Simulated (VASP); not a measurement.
**GaN: single point with PBE**

Crystal: GaN.

```xyz
2
Lattice="0.0000 2.2535 2.2535 2.2535 0.0000 2.2535 2.2535 2.2535 0.0000" Properties=species:S:1:pos:R:3 pbc="T T T"
Ga    0.0000    0.0000    0.0000
N     3.3803    3.4803    3.3803
```

* Program: VASP 6.6.1
* Task: single point
* Functional: PBE
* Potentials or basis: VASP PAW PBE potentials, release 64 (Ga_d, N)
* Cutoff: 520 eV
* k mesh: 8 × 8 × 8
* Occupations: gaussian, width 0.01 eV
* Spin: no spin polarisation

```
Pressure               : 6.0 GPa
Largest force          : 1.209 eV/Å
Band gap on the k mesh : 1.56 eV
```

Forces on the atoms (eV/Å):
```
Ga   0.000  1.209  0.000
N    0.000 -1.209  0.000
```

Stress tensor (GPa, compression positive):
```
6.49 0.00 5.97
0.00 5.15 0.00
5.97 0.00 6.49
```

Levels at points of the mesh, in eV from the valence-band top:
```tsv
k point	band 7	band 8	band 9	band 10	band 11	band 12
(0.00, 0.00, 0.00)	-0.39	-0.14	0.00	1.56	10.03	10.13
(0.50, 0.00, 0.00)	-7.01	-1.37	-0.89	4.38	8.51	9.72
(0.00, 0.50, 0.00)	-7.39	-1.34	-0.91	4.55	8.57	9.86
(0.50, 0.50, 0.00)	-6.32	-2.85	-2.83	3.16	6.44	11.51
(0.50, 0.00, 0.50)	-6.26	-3.01	-2.74	3.17	6.52	11.51
```

Run time: 28 s on 1 thread of Intel(R) Xeon(R) Platinum 8375C CPU @ 2.90GHz (Ice Lake), with other jobs on the host, peak memory 0.16 GiB.

Caveat: the cell stands under pressure; forces of over 1 eV/Å act on the atoms, so gaps and moduli don't describe the material at rest.
